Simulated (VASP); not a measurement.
# MgS (P-6m2) in VASP: a series of runs, part 2 of 2

VASP 6.6.1. Earlier steps stand in the parts before.

## Step 4: Relaxation of cell and atoms, PBE

This run uses another cell than the first one, of 18.65 Å³/atom, 1.135 times its volume.

INCAR reads:

```
ALGO = Normal
EDIFF = 1E-7
EDIFFG = -0.01
ENCUT = 600
GGA = PE
IBRION = 2
ISIF = 3
ISMEAR = 0
LASPH = True
LCHARG = False
LREAL = False
LWAVE = False
NELM = 100
NSW = 100
PREC = Accurate
SIGMA = 0.02
```

KPOINTS reads:

```
k-points
0
Gamma
  12 12 8
```

POSCAR reads:

```
MgS
1.0
    3.6099927449      0.0000000000      0.0000000000
   -1.8049963725      3.1263454246      0.0000000000
    0.0000000000      0.0000000000      3.3049537847
Mg S
1 1
Direct
    0.6666666667      0.3333333333      0.5000000000
    0.0000000000      0.0000000000      0.0000000000
```

Potentials or basis: VASP PAW PBE potentials, release 64 (Mg, S).

Started as:

```console
cat potpaw_PBE.64/Mg/POTCAR potpaw_PBE.64/S/POTCAR > POTCAR
mpirun -np 1 vasp_std > vasp.out
```

OUTCAR:

```text
EDIFF = 1E-7
   EDIFFG = -0.01
   ENCUT = 600
   GGA = PE
   IBRION = 2
   ISIF = 3
   ISMEAR = 0
   LASPH = True
   LREAL = False
   NELM = 100
   NSW = 100
   PREC = Accurate

 ion  position               nearest neighbor table
   1  0.667  0.333  0.500-   2 2.66   2 2.66   2 2.66   2 2.66   2 2.66   2 2.66
   2  0.000  0.000  0.000-   1 2.66   1 2.66   1 2.66   1 2.66   1 2.66   1 2.66

  LATTYP: Found a hexagonal cell.
 ALAT       =     3.6099927449
 C/A-ratio  =     0.9155015033

  Lattice vectors:

 A1 = (   3.6099927449,   0.0000000000,   0.0000000000)
 A2 = (  -1.8049963725,   3.1263454246,   0.0000000000)
 A3 = (   0.0000000000,   0.0000000000,   3.3049537847)

Analysis of symmetry for initial positions (statically):
=====================================================================
 Subroutine PRICEL returns:
 Original cell was already a primitive cell.

[... 253 lines left out ...]
 E-fermi :   4.1627     XC(G=0):  -9.4302

 val. band max:        4.0203826715   @ k =   0.3333   0.3333   0.0000
 cond. band min:       5.1505053627   @ k =   0.5000   0.0000   0.5000
 fundamental gap:      1.1301226912
 Fermi energy:         4.1626771888

 k-point     1 :       0.0000    0.0000    0.0000
  band No.  band energies     occupation
      1      -9.0768      2.00000
      2       3.2006      2.00000
      3       3.2006      2.00000
      4       3.2575      2.00000
      5       6.0629      0.00000
      6       9.3766      0.00000
      7      11.0592      0.00000
      8      11.0592      0.00000
[... 243 lines left out ...]
 k-point    24 :       0.3333   -0.0000    0.1250
  band No.  band energies     occupation
      1      -8.2072      2.00000
      2      -0.2276      2.00000
      3       2.5331      2.00000
      4       2.7762      2.00000
      5       7.6918      0.00000
      6       9.8034      0.00000
      7      11.8698      0.00000
      8      13.6393      0.00000

 [... further k-points ...]
[... 5 lines left out ...]
  --------------------------------------------------------------------------------------
  -------------------------------------------------------------------------------------
  Total       -0.0051999     -0.0051999      0.0084612      0.0000000     -0.0000000      0.0000000
  in kB       -0.2239905     -0.2239905      0.3644689      0.0000000     -0.0000000      0.0000000
  external PRESSURE =      -0.0278373 kB  Pullay stress =       0.0000000 kB
[... 17 lines left out ...]
  FREE ENERGIE OF THE ION-ELECTRON SYSTEM (eV)
  ---------------------------------------------------
  free  energy   TOTEN  =        -8.0025438407 eV

  energy  without entropy=       -8.0025438407  energy(sigma->0) =       -8.00254384

 reached required accuracy - stopping structural energy minimisation
```

OSZICAR:

```text
N       E                     dE             d eps       ncg     rms          rms(c)
DAV:   1     0.185975801570E+02    0.18598E+02   -0.35563E+03  1520   0.889E+02
DAV:   2    -0.756091847942E+01   -0.26158E+02   -0.24583E+02  2080   0.989E+01
DAV:   3    -0.855194205207E+01   -0.99102E+00   -0.99102E+00  1888   0.237E+01
[... 22 lines left out ...]
DAV:   2    -0.800254555722E+01    0.88244E-05   -0.27960E-05  1736   0.282E-02    0.833E-03
DAV:   3    -0.800254440878E+01    0.11484E-05   -0.56094E-06  1928   0.130E-02    0.448E-03
DAV:   4    -0.800254424642E+01    0.16236E-06   -0.50815E-08  1136   0.188E-03    0.363E-03
DAV:   5    -0.800254381753E+01    0.42889E-06   -0.35010E-08   856   0.153E-03    0.431E-04
DAV:   6    -0.800254384070E+01   -0.23162E-07   -0.23805E-09   800   0.457E-04
   3 F= -.80025438E+01 E0= -.80025438E+01  d E =-.708479E-04
```

Wall time 2.1 min (1 thread of Intel Xeon 8259CL, shared host); peak memory 0.2 GiB.

Results:

| Property | Result |
| --- | --- |
| Free energy | -8.0025 eV |
| Relaxed volume | 18.60 Å³/atom |
| Relaxed cell | a = 3.607 Å, b = 3.607 Å, c = 3.301 Å, α = 90.00°, β = 90.00°, γ = 120.00° |
| Space group after relaxing (to 0.05 Å) | P-6m2 (No. 187) |
| Energy gained by relaxing | 0.0 meV/atom |
| Ionic steps | 3 |
| Pressure after relaxing | 0.0 GPa |
| Band gap on the k mesh | 1.13 eV, indirect (least direct gap 2.11 eV) |

Final structure:
```
CELL_PARAMETERS angstrom
3.60704 0.00000 0.00000
-1.80352 3.12379 0.00000
0.00000 0.00000 3.30102
ATOMIC_POSITIONS crystal
Mg 0.66667 0.33333 0.50000
S 0.00000 0.00000 0.00000
```

Levels at points of the mesh, in eV from the valence-band top:
```csv
k point,band 1,band 2,band 3,band 4,band 5,band 6,band 7,band 8
"(0.00, 0.00, 0.00)",-13.10,-0.82,-0.82,-0.76,2.04,5.36,7.04,7.04
"(0.50, 0.00, 0.00)",-12.02,-5.25,-1.79,-0.09,3.04,6.54,7.85,8.54
"(0.00, 0.00, 0.50)",-11.99,-5.76,-0.10,-0.10,5.38,6.93,8.25,8.25
"(0.50, 0.00, 0.50)",-11.12,-4.23,-3.80,-0.98,1.13,5.52,6.29,7.78
```

A k mesh can miss the band edges. Expect the measured gap to be larger: semilocal functionals such as PBE lack the derivative discontinuity.

## Step 5: The runs side by side

| task | cell | k mesh | cutoff (eV) | smearing | gap on the mesh (eV) | pressure (GPa) | relaxed volume (Å³/atom) |
| --- | --- | --- | --- | --- | --- | --- | --- |
| relaxation of cell and atoms | relaxed from a = 3.391, b = 3.391, c = 3.301 Å, angles 90.0, 90.0, 120.0°, 2 atoms | 6 × 6 × 6 | 600 | gaussian 0.1 eV | 1.13 | -0.1 | 18.64 |
| single point | a = 3.610, b = 3.610, c = 3.305 Å, angles 90.0, 90.0, 120.0°, 2 atoms | 12 × 12 × 8 | 520 | gaussian 0.02 eV | 1.14 | -0.2 | - |
| relaxation of cell and atoms | relaxed from a = 3.610, b = 3.610, c = 3.305 Å, angles 90.0, 90.0, 120.0°, 2 atoms | 12 × 12 × 8 | 600 | gaussian 0.02 eV | 1.13 | 0.0 | 18.60 |

Alike in all rows: level PBE; potentials or basis VASP PAW PBE potentials, release 64 (Mg, S); no spin polarisation.

Absolute energies hang on the potentials; compare differences alone.
